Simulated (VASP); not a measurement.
The system is Cu.

```
Cu
1.0
     0.00000    1.80500    1.80500
     1.80500    0.00000    1.80500
     1.80500    1.80500    0.00000
Cu
1
Direct
  0.00000 0.00000 0.00000
```

* Program: VASP 6.6.1
* Task: relaxation of cell and atoms
* Functional: PBEsol
* Potentials or basis: VASP PAW PBE potentials, release 64 (Cu)
* Cutoff: 600 eV
* k mesh: 38 × 38 × 38
* Occupations: gaussian, width 0.1 eV
* Spin: no spin polarisation

At the start: pressure -5.1 GPa; volume 11.76 Å³/atom.

Question: Where does the relaxation end?

Answer: Over 9 steps the energy falls by 6.8 meV/atom and the volume is 11.36 Å³/atom (-3.4 %); space group Fm-3m (No. 225, to 0.1 Å) before and after.

Step by step:
```
step  energy change (eV)  largest force (eV/Å)  pressure (GPa)  volume (Å³)
   1              0.0000                0.0000           -5.07        11.76
   2             -0.0045                0.0000            1.80        11.14
   3             -0.0068                0.0000           -0.41        11.36
   4             -0.0067                0.0000            0.63        11.32
   5             -0.0068                0.0000            0.17        11.35
   6             -0.0068                0.0000            0.09        11.36
   7             -0.0068                0.0000           -0.05        11.37
   8             -0.0068                0.0000            0.16        11.36
   9             -0.0068                0.0000           -0.04        11.36
```

Final structure:
```
CELL_PARAMETERS angstrom
0.00000 1.78443 1.78443
1.78443 0.00000 1.78443
1.78443 1.78443 0.00000
ATOMIC_POSITIONS crystal
Cu 0.00000 0.00000 0.00000
```

Caveat: the PAW data sets were made with another functional, which shifts forces and pressure a little.
